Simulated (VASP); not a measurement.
# HfB2 (P2/m) in VASP: notebook

The runs below take HfB2 through single point, with PBE.

All numbers are computed with VASP 6.6.1; they aren't measurements. Logs are shortened: lines on timing, memory, paths and dates and some standing lists are left out, and cuts for length are marked.

## 1. The cell of the first run

It takes space group P2/m (No. 10, monoclinic). Conventional cell: a = 3.099 Å, b = 3.480 Å, c = 3.140 Å, α = 90.00°, β = 118.71°, γ = 90.00°. Hf (site symmetry 2/m) has 12 B at 2.50 to 2.53 Å and 6 Hf at 3.10 to 3.18 Å within 3.3 Å. B (site symmetry m) has 3 B at 1.79 to 1.84 Å and 6 Hf at 2.50 to 2.53 Å within 2.6 Å.

## 2. Single point, PBE

File INCAR:

```
PREC = Accurate ; ENCUT = 520
EDIFF = 1E-6 ; ISMEAR = 1
SIGMA = 0.1 ; LREAL = False
LASPH = True ; NELM = 60
ALGO = Normal ; ISIF = 2
LWAVE = False ; LCHARG = True
GGA = PE ; LELF = True
LVHAR = True ; NBANDS = 15
```

File KPOINTS:

```
regular mesh
0
Gamma
  13 13 10
```

File POSCAR:

```
HfB2
1.0
    3.1400000000     -0.0471000000      0.0000000000
   -1.6107898000      2.7428700000      0.0000000000
    0.0000000000      0.0000000000      3.4800000000
Hf B
1 2
Direct
    0.0000000000      0.0000000000      0.0000000000
    0.3333333333      0.6666666667      0.5000000000
    0.6666666667      0.3333333333      0.5000000000
```

Potentials or basis: VASP PAW PBE potentials, release 64 (Hf_pv, B).

Command:

```bash
$ cat potpaw_PBE.64/Hf_pv/POTCAR potpaw_PBE.64/B/POTCAR > POTCAR
$ mpirun -np 1 vasp_std > vasp.out
```

OUTCAR:

```text
PREC = Accurate
   ENCUT = 520
   EDIFF = 1E-6
   ISMEAR = 1
   LREAL = False
   LASPH = True
   NELM = 60
   ISIF = 2
   GGA = PE

 ion  position               nearest neighbor table
   1  0.000  0.000  0.000-   3 2.50   3 2.50   2 2.50   2 2.50   3 2.51   3 2.51   2 2.51   2 2.51
                             2 2.53   3 2.53   2 2.53   3 2.53
   2  0.333  0.667  0.500-   3 1.79   3 1.81   3 1.84   1 2.50   1 2.50   1 2.51   1 2.51   1 2.53
                             1 2.53
   3  0.667  0.333  0.500-   2 1.79   2 1.81   2 1.84   1 2.50   1 2.50   1 2.51   1 2.51   1 2.53
                             1 2.53

  LATTYP: Found a simple monoclinic cell.
 ALAT       =     3.0992998772
 B/A-ratio  =     1.1228342329
 C/A-ratio  =     1.0132460086
 COS(beta)  =    -0.4803040203

  Lattice vectors:

 A1 = (   1.5292102000,   2.6957700000,   0.0000000000)
 A2 = (   0.0000000000,   0.0000000000,  -3.4800000000)
 A3 = (  -3.1400000000,   0.0471000000,   0.0000000000)

Analysis of symmetry for initial positions (statically):
=====================================================================
 Subroutine PRICEL returns:
 Original cell was already a primitive cell.

 Routine SETGRP: Setting up the symmetry group for a
 simple monoclinic supercell.

 Subroutine GETGRP returns: Found  4 space group operations
 (whereof  4 operations were pure point group operations)
 out of a pool of  4 trial point group operations.

The static configuration has the point symmetry C_2h.

Analysis of symmetry for dynamics (positions and initial velocities):
=====================================================================
 Subroutine PRICEL returns:
 Original cell was already a primitive cell.

 Routine SETGRP: Setting up the symmetry group for a
 simple monoclinic supercell.

 Subroutine GETGRP returns: Found  4 space group operations
 (whereof  4 operations were pure point group operations)
 out of a pool of  4 trial point group operations.

The dynamic configuration has the point symmetry C_2h.

 Subroutine INISYM returns: Found  4 space group operations
 (whereof  4 operations are pure point group operations),
 and found     1 'primitive' translations

----------------------------------------------------------------------------------------

                                     Primitive cell

  volume of cell :      29.7079

  direct lattice vectors                    reciprocal lattice vectors
     3.140000000 -0.047100000  0.000000000     0.321301673  0.188689022  0.000000000
    -1.610789800  2.742870000  0.000000000     0.005517326  0.367821753  0.000000000
     0.000000000  0.000000000  3.480000000     0.000000000  0.000000000  0.287356322

  length of vectors
     3.140353230  3.180877177  3.480000000     0.372610134  0.367863131  0.287356322

  position of ions in fractional coordinates (direct lattice)
     0.000000000  0.000000000  0.000000000
     0.333333333  0.666666667  0.500000000
     0.666666667  0.333333333  0.500000000

  ion indices of the primitive-cell ions
   primitive index   ion index
                 1           1
                 2           2
                 3           3

----------------------------------------------------------------------------------------

 KPOINTS: regular mesh

Automatic generation of k-mesh.
 Grid dimensions read from file:
 generate k-points for:   13   13   10

 Generating k-lattice:

  Cartesian coordinates                     Fractional coordinates (reciprocal lattice)
     0.024715513  0.014514540  0.000000000     0.076923077 -0.000000000  0.000000000
     0.000424410  0.028293981  0.000000000     0.000000000  0.076923077  0.000000000
     0.000000000  0.000000000  0.028735632     0.000000000  0.000000000  0.100000000

  Length of vectors
     0.028662318  0.028297164  0.028735632

  Shift w.r.t. Gamma in fractional coordinates (k-lattice)
     0.000000000  0.000000000  0.000000000

 Subroutine IBZKPT returns following result:
 ===========================================

 Found    510 irreducible k-points:

 Following reciprocal coordinates:
            Coordinates               Weight
  0.000000  0.000000  0.000000      1.000000
  0.076923 -0.000000  0.000000      2.000000
  0.153846  0.000000  0.000000      2.000000
  0.230769 -0.000000  0.000000      2.000000
  0.307692  0.000000  0.000000      2.000000
  0.384615 -0.000000  0.000000      2.000000
[... 16 lines left out ...]
  0.153846  0.153846  0.000000      2.000000
  0.230769  0.153846  0.000000      2.000000
 [... further k-points ...]
   k-points           NKPTS =    510   k-points in BZ     NKDIM =    510   number of bands    NBANDS=     15
   number of dos      NEDOS =    301   number of ions     NIONS =      3
   total plane-waves  NPLWV =  16128
   dimension x,y,z NGX =    24 NGY =   24 NGZ =   28
   dimension x,y,z NGXF=    48 NGYF=   48 NGZF=   56
   ions per type =               1   2
   NGX,Y,Z   is equivalent  to a cutoff of  12.71, 12.54, 13.38 a.u.
   NGXF,Y,Z  is equivalent  to a cutoff of  25.41, 25.09, 26.75 a.u.
 SYSTEM =  unknown system
   PREC   = accura    normal or accurate (medium, high low for compatibility)
   ISTART =      0    job   : 0-new  1-cont  2-samecut
   ICHARG =      2    charge: 1-file 2-atom 10-const
   ISPIN  =      1    spin polarized calculation?
   LNONCOLLINEAR =      F non collinear calculations
   LSORBIT =      F    spin-orbit coupling
   LASPH  =      T    aspherical Exc in radial PAW
   ENCUT  =  520.0 eV  38.22 Ry    6.18 a.u.   5.84  5.91  6.47*2*pi/ulx,y,z
   NELM   =     60;   NELMIN=  2; NELMDL= -5     # of ELM steps
   EDIFF  = 0.1E-05   stopping-criterion for ELM
   LREAL  =      F    real-space projection
   EDIFFG = 0.1E-04   stopping-criterion for IOM
   NSW    =      0    number of steps for IOM
   IBRION =     -1    ionic relax: 0-MD 1-quasi-New 2-CG
   NFREE  =      0    steps in history (QN), initial steepest desc. (CG)
   ISIF   =      2    stress and relaxation
   ISYM   =      2    0-nonsym 1-usesym 2-fastsym
   POTIM  = 0.5000    time-step for ionic-motion
   TEBEG  =    0.0;   TEEND  =   0.0 temperature during run
   PSTRESS=    0.0 pullay stress
   NELECT =      16.0000    total number of electrons
   NUPDOWN=      -1.0000    fix difference up-down
   EMIN   =  10.00;   EMAX   =-10.00  energy-range for DOS
   EFERMI =   0.00;   METHOD = LEGACY
   ISMEAR =     1;   SIGMA  =   0.10  broadening in eV -4-tet -1-fermi 0-gaus
   EFERMI_NEDOS =   21; number of points for ismear=-14 and -15
   IALGO  =     38    algorithm
   IMIX   =      4    mixing-type and parameters
     AMIX     =   0.40;   BMIX     =  1.00
     AMIX_MAG =   1.60;   BMIX_MAG =  1.00
  volume/ion in A,a.u.               =       9.90        66.83
  Fermi-wavevector in a.u.,A,eV,Ry     =   1.331959  2.517038 24.138313  1.774116
  Thomas-Fermi vector in A             =   2.460931
   LORBIT       =      0    0 simple, 1 ext, 2 COOP (PROOUT), +10 PAW based schemes
   GGA     = PE    functional components
   LHFCALC =     F    Hartree Fock is set to
   AEXX    =    0.0000 exact exchange contribution
   IVDW    =     0    specifies the selected vdW correction
   LEPSILON=     F    determine dielectric tensor
   LRPA    =     F    only Hartree local field effects (RPA)
 non-spin polarized calculation
 Methfessel and Paxton  Order N= 1 SIGMA  =   0.10
  energy-cutoff  :      520.00
  volume of cell :       29.71
 maximum number of plane-waves:       817
   NGX = 11   NGY = 11   NGZ = 13

 number of electron      15.9999999 magnetization

 Free energy of the ion-electron system (eV)
  ---------------------------------------------------
  ext. energy  EPLUGINS =         0.00000000
  ---------------------------------------------------
  free energy    TOTEN  =       -26.37832990 eV

  energy without entropy =      -26.37823753  energy(sigma->0) =      -26.37829911

 E-fermi :   7.8145     XC(G=0): -12.5973

 val. band max:        7.8127141254   @ k =  -0.1538   0.0769   0.3000
 cond. band min:       7.8351556353   @ k =  -0.0769   0.0769   0.3000
 fundamental gap:      0.0224415099
 Fermi energy:         7.8145089211

 k-point     1 :       0.0000    0.0000    0.0000
  band No.  band energies     occupation
      1     -22.9638      2.00000
      2     -22.4935      2.00000
      3     -22.4355      2.00000
      4      -6.0824      2.00000
      5       4.5760      2.00000
      6       4.6966      2.00000
      7       4.8912      2.00000
      8       4.9485      2.00000
      9      11.6082      0.00000
     10      11.7605      0.00000
     11      12.1758      0.00000
     12      12.2555      0.00000
     13      12.4829      0.00000
     14      12.6729      0.00000
     15      13.0893      0.00000

 k-point     2 :       0.0769   -0.0000    0.0000
  band No.  band energies     occupation
      1     -22.9558      2.00000
      2     -22.5099      2.00000
      3     -22.4793      2.00000
      4      -5.9509      2.00000
      5       4.4904      2.00000
      6       4.6710      2.00000
      7       4.7787      2.00000
      8       4.8141      2.00000
      9      11.3258      0.00000
     10      11.5287      0.00000
     11      11.5402      0.00000
     12      11.9460      0.00000
     13      13.2790      0.00000
     14      13.3816      0.00000
     15      13.6184      0.00000
[... 365 lines left out ...]
      3     -22.6051      2.00000
      4      -4.6229      2.00000
      5       2.1328      2.00000
      6       3.7614      2.00000
      7       4.0712      2.00000
      8       6.0619      2.00000
      9       9.2580     -0.00000
     10       9.7376     -0.00000
     11      11.7933      0.00000
     12      13.5261      0.00000
     13      14.1762      0.00000
     14      14.2754      0.00000
     15      15.9977      0.00000

 k-point    24 :       0.2308    0.1538    0.0000
  band No.  band energies     occupation
      1     -23.0208      2.00000
      2     -22.8567      2.00000
      3     -22.6743      2.00000
      4      -3.8551      2.00000
      5       1.2594      2.00000
      6       3.0132      2.00000
      7       3.9278      2.00000
      8       6.6010      2.00000
      9       8.6687     -0.00000
     10       9.0566     -0.00000
     11      13.0269      0.00000
     12      13.5907      0.00000
     13      14.2831      0.00000
     14      15.2759      0.00000
     15      17.0300      0.00000

 [... further k-points ...]

------------------------ aborting loop because EDIFF is reached ----------------------------------------

  FORCE on cell =-STRESS in cart. coord.  units (eV):
  Direction    XX          YY          ZZ          XY          YZ          ZX
  --------------------------------------------------------------------------------------
  -------------------------------------------------------------------------------------
  Total        0.2010464      0.2293731      0.2463235      1.5006920      0.0000000      0.0000000
  in kB       10.8426484     12.3703412     13.2844902     80.9339346      0.0000000      0.0000000
  external PRESSURE =      12.1658266 kB  Pullay stress =       0.0000000 kB

 VOLUME and BASIS-vectors are now :
 -----------------------------------------------------------------------------
  energy-cutoff  :      520.00
  volume of cell :       29.71
      direct lattice vectors                 reciprocal lattice vectors
     3.140000000 -0.047100000  0.000000000     0.321301673  0.188689022  0.000000000
    -1.610789800  2.742870000  0.000000000     0.005517326  0.367821753  0.000000000
     0.000000000  0.000000000  3.480000000     0.000000000  0.000000000  0.287356322

 POSITION                                       TOTAL-FORCE (eV/Angst)
 -----------------------------------------------------------------------------------
      0.00000      0.00000      0.00000         0.000000      0.000000      0.000000
     -0.02719      1.81288      1.74000        -0.036356      0.011895      0.000000
      1.55640      0.88289      1.74000         0.036356     -0.011895      0.000000
 -----------------------------------------------------------------------------------
    total drift:                               -0.000000      0.000000      0.000000

  FREE ENERGIE OF THE ION-ELECTRON SYSTEM (eV)
  ---------------------------------------------------
  free  energy   TOTEN  =       -26.3783299022 eV

  energy  without entropy=      -26.3782375250  energy(sigma->0) =      -26.37829911
```

Run time: 2.1 min. Hardware: 1 thread of AMD EPYC 9R45 (Zen 5), shared host; peak memory 0.3 GiB.

Results:

```yaml
Free_energy: -26.3783 eV
Pressure: 1.2 GPa
Largest_force: 0.038 eV/Å
Band_gap_on_the_k_mesh: zero (bands 8 and 9 overlap by 1.12 eV)
```

Forces on the atoms (eV/Å):
```
Hf   0.000  0.000  0.000
B   -0.036  0.012  0.000
B    0.036 -0.012  0.000
```

Stress tensor (GPa, compression positive):
```
1.08 8.09 0.00
8.09 1.24 0.00
0.00 0.00 1.33
```

Caveat: spin-orbit coupling is left out, which moves the levels of the heavy elements.

## 3. Single point, PBE

File INCAR:

```
ALGO = Normal
EDIFF = 1E-6
ENCUT = 520
GGA = PE
ISIF = 2
ISMEAR = 1
LASPH = True
LCHARG = False
LREAL = False
LWAVE = False
NBANDS = 15
NELM = 60
PREC = Accurate
SIGMA = 0.1
```

File KPOINTS:

```
k-points
0
Gamma
  13 13 10
```

File POSCAR:

```
HfB2
1.0
    3.1400000000     -0.0314000000      0.0000000000
   -1.5971932000      2.7350200000      0.0000000000
    0.0000000000      0.0000000000      3.4800000000
Hf B
1 2
Direct
    0.0000000000      0.0000000000      0.0000000000
    0.3333333333      0.6666666667      0.5000000000
    0.6666666667      0.3333333333      0.5000000000
```

Potentials or basis: VASP PAW PBE potentials, release 64 (Hf_pv, B).

Command:

```bash
$ cat potpaw_PBE.64/Hf_pv/POTCAR potpaw_PBE.64/B/POTCAR > POTCAR
$ mpirun -np 1 vasp_std > vasp.out
```

OUTCAR:

```text
EDIFF = 1E-6
   ENCUT = 520
   GGA = PE
   ISIF = 2
   ISMEAR = 1
   LASPH = True
   LREAL = False
   NELM = 60
   PREC = Accurate

 ion  position               nearest neighbor table
   1  0.000  0.000  0.000-   3 2.50   3 2.50   2 2.50   2 2.50   3 2.51   3 2.51   2 2.51   2 2.51
                             2 2.52   3 2.52   2 2.52   3 2.52
   2  0.333  0.667  0.500-   3 1.80   3 1.81   3 1.83   1 2.50   1 2.50   1 2.51   1 2.51   1 2.52
                             1 2.52
[... 634 lines left out ...]
  FORCE on cell =-STRESS in cart. coord.  units (eV):
  Direction    XX          YY          ZZ          XY          YZ          ZX
  --------------------------------------------------------------------------------------
  -------------------------------------------------------------------------------------
  Total        0.1740001      0.1905310      0.2417524      1.0013471      0.0000000      0.0000000
  in kB        9.3828417     10.2742575     13.0363399     53.9969795      0.0000000      0.0000000
  external PRESSURE =      10.8978130 kB  Pullay stress =       0.0000000 kB

 VOLUME and BASIS-vectors are now :
 -----------------------------------------------------------------------------
  energy-cutoff  :      520.00
  volume of cell :       29.71
      direct lattice vectors                 reciprocal lattice vectors
     3.140000000 -0.031400000  0.000000000     0.320342067  0.187072917  0.000000000
    -1.597193200  2.735020000  0.000000000     0.003677758  0.367775771  0.000000000
     0.000000000  0.000000000  3.480000000     0.000000000  0.000000000  0.287356322

 POSITION                                       TOTAL-FORCE (eV/Angst)
 -----------------------------------------------------------------------------------
      0.00000      0.00000      0.00000         0.000000      0.000000      0.000000
     -0.01813      1.81288      1.74000        -0.023944      0.004976     -0.000000
      1.56094      0.89074      1.74000         0.023944     -0.004976      0.000000
 -----------------------------------------------------------------------------------
    total drift:                               -0.000000      0.000000      0.000000

  FREE ENERGIE OF THE ION-ELECTRON SYSTEM (eV)
  ---------------------------------------------------
  free  energy   TOTEN  =       -26.3908737520 eV

  energy  without entropy=      -26.3906921816  energy(sigma->0) =      -26.39081323
```

Wall time 2 min (1 thread of AMD EPYC 9R45 (Zen 5), shared host); peak memory 0.3 GiB.

Results:

```yaml
Free_energy: -26.3909 eV
Pressure: 1.1 GPa
Largest_force: 0.024 eV/Å
Band_gap_on_the_k_mesh: zero (bands 8 and 9 overlap by 1.10 eV)
```

Forces in eV/Å, atoms in the order of the input:
```
Hf   0.000  0.000  0.000
B   -0.024  0.005  0.000
B    0.024 -0.005  0.000
```

Caveat: spin-orbit coupling is left out, which moves the levels of the heavy elements.

The gap in the log of VASP goes by the Fermi energy; the results here count the filled bands.